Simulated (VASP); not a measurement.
A run of VASP 6.6.1 is set up as follows.

INCAR

```
PREC = Accurate
ENCUT = 500
EDIFF = 1E-6
ISMEAR = 0
SIGMA = 0.01
LREAL = F
LASPH = T
NELM = 120
ALGO = Normal
ISIF = 2
LWAVE = F
LCHARG = F
GGA = PS
NBANDS = 11
GGA_COMPAT = F
```

File KPOINTS:

```
regular mesh
0
Gamma
  8 8 8
```

Contents of POSCAR:

```
NaH
1.0
    2.4196336142      2.4196336142      0.0000000000
   -2.4196336142      2.4196336142      0.0000000000
    0.0000000000      2.4196336142      2.3813027847
Na H
1 1
Direct
    0.0000000000      0.0000000000      0.0000000000
    0.5000000000      0.5000000000      0.0000000000
```

Potentials or basis: VASP PAW PBE potentials, release 64 (Na_pv, H).

Run with:

```bash
$ cat potpaw_PBE.64/Na_pv/POTCAR potpaw_PBE.64/H/POTCAR > POTCAR
$ mpirun -np 1 vasp_std > vasp.out
```

Problem. What does it give for the pressure?

Solution. -0.4 GPa.

Problem. Estimate the band gap on the k mesh.

Solution. 3.58 eV, indirect (least direct gap 4.49 eV).

Stress tensor (GPa, compression positive):
```
-0.55  0.00  0.00
 0.00 -0.55  0.00
 0.00  0.00 -0.01
```

Caveat: the cell differs from its parent crystal (in-plane strain +0.01); the PAW data sets were made with another functional, which shifts forces and pressure a little. A k mesh can miss the band edges.
